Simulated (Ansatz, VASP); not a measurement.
One calculation of B5C2, two programs

```
B C
1.0
     4.10076   -2.76101    0.05376
     4.10076    2.76101    0.05376
    -2.15065    0.00000    4.24190
B C
10 4
Direct
  0.79439 0.31554 0.21349
  0.68446 0.20561 0.78651
  0.20561 0.68446 0.78651
  0.31554 0.79439 0.21349
  0.67082 0.99348 0.00636
  0.32918 0.00652 0.99364
  0.99348 0.67082 0.00636
  0.00652 0.32918 0.99364
  0.79054 0.79054 0.67679
  0.20946 0.20946 0.32321
  0.57905 0.57905 0.41849
  0.42095 0.42095 0.58151
  0.99934 0.99934 0.33833
  0.00066 0.00066 0.66167
```

Alike in both runs: functional PBE; k mesh 4 × 4 × 4; occupations gaussian, width 0.2 eV; no spin polarisation.

Ansatz relaxed the structure, and its values are those at the end. VASP's run is a single point on that final structure, the one shown.

```csv
,VASP,Ansatz
version,VASP 6.6.1,Ansatz 0.2.0
potentials or method,"VASP PAW PBE potentials, release 64 (B, C), cutoff 520 eV","scalar-relativistic, plane waves, PAW"
valence electrons in the cell,46,46
```

VASP gave:

- gap on the k mesh at the Fermi level (eV): 2.53
- least direct gap on the mesh (eV): 2.92
- pressure (GPa): -0.1
- rms of the force components (eV/Å): 0.011

Q: What did Ansatz give for the same quantities?

A: gap on the k mesh at the Fermi level (eV): 2.54; least direct gap on the mesh (eV): 2.92; pressure (GPa): -0.2; rms of the force components (eV/Å): 0.010.

The functional is the same, so the differences come from potentials, cutoffs and numerics.
